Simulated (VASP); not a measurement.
Runs of VASP 6.6.1 on SnTe. The structure is that of space group Fm-3m (No. 225), or close to it. The cells are those of the table. 

```csv
task,cell,cutoff (eV),gap on the mesh (eV),pressure (GPa)
relaxation of cell and atoms,"relaxed from a = 4.505 Å, angles 60.0°, 2 atoms",600,0.13,0.0
single point,"a = 4.593 Å, angles 60.0°, 2 atoms",520,0.30,(c)
single point,"a = 4.550 Å, angles 60.0°, 2 atoms",520,0.22,-1.2
single point,"a = 4.505 Å, angles 60.0°, 2 atoms",520,0.13,0.0
single point,"a = 4.413 Å, angles 60.0°, 2 atoms",520,(a),3.1
single point,"a = 4.460 Å, angles 60.0°, 2 atoms",520,0.04,(b)
```

Alike in all rows: level r2SCAN; potentials or basis VASP PAW PBE potentials, release 64 (Sn_d, Te); no spin polarisation; k mesh 10 × 10 × 10; smearing gaussian 0.01 eV.

Problem. Estimate the missing entries.

Solution. (a) 0.06; (b) 1.5; (c) -2.3.

Caveats: semilocal functionals underestimate gaps, and a narrow one can read as zero; the PAW data sets were made with another functional, which shifts forces and pressure a little; spin-orbit coupling is left out, which moves the levels of the heavy elements; the cell stands under pressure (at least some runs).

A k mesh can miss the band edges, and the runs leave out spin-orbit coupling on Sn, Te.
